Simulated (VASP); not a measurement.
# Os (P6/mmm) in VASP: further runs, part 2 of 2

VASP 6.6.1. The steps go on from the part before.

### Step 4. Single point, PBEsol (14.28 Å³/atom)

Contents of INCAR:

```
SYSTEM = Os
  PREC = Accurate
  ENCUT = 520
  EDIFF = 1E-6
  ISMEAR = -1
  SIGMA = 0.1
  LREAL = .False.
  LASPH = .True.
  NELM = 100
  ALGO = Normal
  ISIF = 2
  LWAVE = .False.
  LCHARG = .False.
  GGA = PS
  NBANDS = 19
```

Contents of KPOINTS:

```
regular mesh
0
Gamma
  10 10 13
  0 0 0
```

Contents of POSCAR:

```
Os
1.0
    4.2853606649      0.0000000000      0.0000000000
   -2.1426803324      3.7112312002      0.0000000000
    0.0000000000      0.0000000000      2.6931121954
Os
3
Direct
    0.0000000000      0.0000000000      1.0000000000
    0.3333333333      0.6666666667      0.5000000000
    0.6666666667      0.3333333333      0.5000000000
```

Potentials or basis: VASP PAW PBE potentials, release 64 (Os).

Started as:

```bash
> cat potpaw_PBE.64/Os/POTCAR > POTCAR
> mpirun -np 1 vasp_std > vasp.out
```

OUTCAR:

```text
SYSTEM = Os
   PREC = Accurate
   ENCUT = 520
   EDIFF = 1E-6
   ISMEAR = -1
   LREAL = .False.
   LASPH = .True.
   NELM = 100
   ISIF = 2
   GGA = PS

 ion  position               nearest neighbor table
   1  0.000  0.000  0.000-   2 2.82   3 2.82   2 2.82   3 2.82   2 2.82   2 2.82   3 2.82   3 2.82
                             3 2.82   3 2.82   2 2.82   2 2.82
   2  0.333  0.667  0.500-   3 2.47   3 2.47   3 2.47   1 2.82   1 2.82   1 2.82   1 2.82   1 2.82
                             1 2.82
   3  0.667  0.333  0.500-   2 2.47   2 2.47   2 2.47   1 2.82   1 2.82   1 2.82   1 2.82   1 2.82
                             1 2.82

  LATTYP: Found a hexagonal cell.
[... 726 lines left out ...]
  --------------------------------------------------------------------------------------
  -------------------------------------------------------------------------------------
  Total       -0.0119667     -0.0119667      0.2670934     -0.0000000      0.0000000      0.0000000
  in kB       -0.4476369     -0.4476369      9.9911128     -0.0000000      0.0000000      0.0000000
  external PRESSURE =       3.0319463 kB  Pullay stress =       0.0000000 kB

 VOLUME and BASIS-vectors are now :
 -----------------------------------------------------------------------------
  energy-cutoff  :      520.00
  volume of cell :       42.83
      direct lattice vectors                 reciprocal lattice vectors
     4.285360665  0.000000000  0.000000000     0.233352588  0.134726179  0.000000000
    -2.142680332  3.711231200  0.000000000     0.000000000  0.269452359  0.000000000
     0.000000000  0.000000000  2.693112195     0.000000000  0.000000000  0.371317616

 POSITION                                       TOTAL-FORCE (eV/Angst)
 -----------------------------------------------------------------------------------
      0.00000      0.00000      0.00000        -0.000000      0.000000      0.000000
     -0.00000      2.47415      1.34656         0.000000     -0.000000      0.000000
      2.14268      1.23708      1.34656        -0.000000      0.000000     -0.000000
 -----------------------------------------------------------------------------------
    total drift:                               -0.000000      0.000000      0.000000

  FREE ENERGIE OF THE ION-ELECTRON SYSTEM (eV)
  ---------------------------------------------------
  free  energy   TOTEN  =       -35.6605492442 eV

  energy  without entropy=      -35.5877731966  energy(sigma->0) =      -35.62416122
```

OSZICAR:

```text
N       E                     dE             d eps       ncg     rms          rms(c)
DAV:   1     0.172817910406E+03    0.17282E+03   -0.11476E+04  3804   0.121E+03
DAV:   2    -0.250620748475E+02   -0.19788E+03   -0.18702E+03  3766   0.410E+02
DAV:   3    -0.374935334198E+02   -0.12431E+02   -0.11716E+02  4626   0.805E+01
DAV:   4    -0.378511890446E+02   -0.35766E+00   -0.35467E+00  4207   0.146E+01
DAV:   5    -0.378550917512E+02   -0.39027E-02   -0.39012E-02  4235   0.129E+00    0.289E+01
DAV:   6    -0.362100131732E+02    0.16451E+01   -0.25933E+00  4827   0.114E+01    0.137E+01
DAV:   7    -0.361875608027E+02    0.22452E-01   -0.47258E+00  5555   0.171E+01    0.604E+00
DAV:   8    -0.356653950253E+02    0.52217E+00   -0.23733E+00  5563   0.115E+01    0.486E-01
DAV:   9    -0.356623949863E+02    0.30000E-02   -0.68275E-02  3834   0.208E+00    0.329E-01
DAV:  10    -0.356613731009E+02    0.10219E-02   -0.10705E-03  4619   0.278E-01    0.239E-01
DAV:  11    -0.356605627427E+02    0.81036E-03   -0.84425E-04  3823   0.270E-01    0.367E-02
DAV:  12    -0.356605532704E+02    0.94723E-05   -0.29501E-05  4817   0.424E-02    0.113E-02
DAV:  13    -0.356605492667E+02    0.40037E-05   -0.57111E-06  3783   0.223E-02    0.554E-03
DAV:  14    -0.356605492442E+02    0.22564E-07   -0.25000E-07  2048   0.397E-03
   1 F= -.35660549E+02 E0= -.35624161E+02  d E =-.727760E-01
```

It took 51 s on 1 thread of Intel Xeon Platinum 8488C (Sapphire Rapids), shared host; peak memory 0.19 GiB.

What came out:

```
Free energy            : -35.6605 eV
Pressure               : 0.3 GPa
Band gap on the k mesh : zero (bands 12 and 13 overlap by 2.58 eV)
```

Levels at points of the mesh, in eV from the Fermi level:
```csv
k point,band 9,band 10,band 11,band 12,band 13,band 14,band 15,band 16
"(0.00, 0.00, 0.00)",-2.44,-2.44,-1.59,-1.59,-1.53,-1.53,2.45,2.45
"(0.50, 0.00, 0.00)",-3.04,-1.30,-1.27,0.03,0.34,1.25,1.26,1.35
```

Caveat: the PAW data sets were made with another functional, which shifts forces and pressure a little; spin-orbit coupling is left out, which moves the levels of the heavy elements.

### Step 5. The runs side by side

| cell | k mesh | gap on the mesh (eV) | pressure (GPa) |
| --- | --- | --- | --- |
| a = 4.285, b = 4.285, c = 2.693 Å, angles 90.0, 90.0, 120.0°, 3 atoms | 9 × 9 × 12 | none | 0.3 |
| a = 4.227, b = 4.227, c = 2.657 Å, angles 90.0, 90.0, 120.0°, 3 atoms | 10 × 10 × 13 | none | 19.0 |
| a = 4.285, b = 4.285, c = 2.693 Å, angles 90.0, 90.0, 120.0°, 3 atoms | 10 × 10 × 13 | none | 0.3 |

Alike in all rows: task single point; level PBEsol; potentials or basis VASP PAW PBE potentials, release 64 (Os); no spin polarisation; cutoff (eV) 520; smearing fermi-dirac 0.1 eV.

Caveats: the PAW data sets were made with another functional, which shifts forces and pressure a little; spin-orbit coupling is left out, which moves the levels of the heavy elements; the cell stands under pressure (at least some runs).

Absolute energies hang on the potentials; compare differences alone.
